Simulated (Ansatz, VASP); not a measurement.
## NaCl: VASP beside Ansatz

Contents of INCAR:

```
PREC = Accurate
ENCUT = 520
EDIFF = 1E-6
ISMEAR = 0
SIGMA = 0.05
LREAL = F
LASPH = T
NELM = 80
ALGO = Normal
ISIF = 2
LWAVE = F
LCHARG = F
GGA = PE
NBANDS = 14
```

Contents of KPOINTS:

```
Automatic mesh
0
Gamma
  8 8 8
```

File POSCAR:

```
NaCl
1.0
    0.0000000000      3.0582900000      2.7184800000
    3.0582900000      0.0000000000      2.7184800000
    3.0582900000      3.0582900000      0.0000000000
Na Cl
1 1
Direct
    0.0000000000      0.0000000000      0.0000000000
    0.5000000000      0.5000000000      0.5000000000
```

Input for Ansatz:

```yaml
crystal:
  lattice:
    - [0.0, 3.05829, 2.71848]
    - [3.05829, 0.0, 2.71848]
    - [3.05829, 3.05829, 0.0]
  atoms:
    - { symbol: Na, position: [0.0, 0.0, 0.0] }
    - { symbol: Cl, position: [0.5, 0.5, 0.5] }
basis:
  ecutwfc: 420
kpoints:
  mp_grid: { grid: [8, 8, 8] }
hamiltonian:
  xc: pbe
scf:
  occupations: { method: gaussian, width: 0.05 }
output:
  forces: true
  stress: true
  eigenvalues: true
```

Change from the starting cell: strain +0.080 along x and y, -0.040 along z, atoms carried along.

Alike in both runs: task single point; functional PBE; k mesh 8 × 8 × 8; occupations gaussian, width 0.05 eV; no spin polarisation.

|  | VASP | Ansatz |
| --- | --- | --- |
| version | VASP 6.6.1 | Ansatz 0.2.0 |
| potentials or method | VASP PAW PBE potentials, release 64 (Na_pv, Cl), cutoff 520 eV | scalar-relativistic, plane waves, PAW |
| valence electrons in the cell | 14 | 16 |

```tsv
	VASP	Ansatz	Ansatz less VASP
gap on the k mesh at the Fermi level (eV)	4.65	4.65	0.000
least direct gap on the mesh (eV)	4.65	4.65	0.000
pressure (GPa)	-1.2	-1.2	+0.03
traceless stress, the component that is largest in VASP (GPa)	2.09	2.07	-0.019
```

The functional is the same, so the differences come from potentials, cutoffs and numerics. VASP's potentials hold 14 valence electrons a cell and Ansatz's 16, so a difference there can come from the potentials and not from the codes.
